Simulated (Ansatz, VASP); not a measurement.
## Nb: VASP beside Ansatz

```
Nb
1.0
    -1.45459    1.60092    1.62730
     1.61901   -1.98183    2.17263
     1.21830    1.74554   -2.00821
Nb
1
Cartesian
  0.0000 0.0000 0.0000
```

Alike in both runs: functional r2SCAN; k mesh 7 × 6 × 7; occupations fermi-dirac, width 0.05 eV; no spin polarisation.

```csv
,VASP,Ansatz
version,VASP 6.6.1,Ansatz 0.2.0
potentials or method,"VASP PAW PBE potentials, release 64 (Nb_sv)",Ansatz PAW
plane-wave cutoff (eV),520,500
valence electrons in the cell,13,13
task,single point,band structure
```

Ansatz gave:

```
gap on the k mesh at the Fermi level (eV)                     : none
pressure (GPa)                                                : 10.1
traceless stress, the component that is largest in VASP (GPa) : 14.94
```

Q: What did VASP give for the same quantities?

A: gap on the k mesh at the Fermi level (eV): none; pressure (GPa): 9.9; traceless stress, the component that is largest in VASP (GPa): 14.96.

VASP's potentials were made for PBE, not for r2SCAN. A gap of «none» marks a metal or a gap that the smearing closes.

The k mesh is coarse, so the values compare programs but aren't converged.
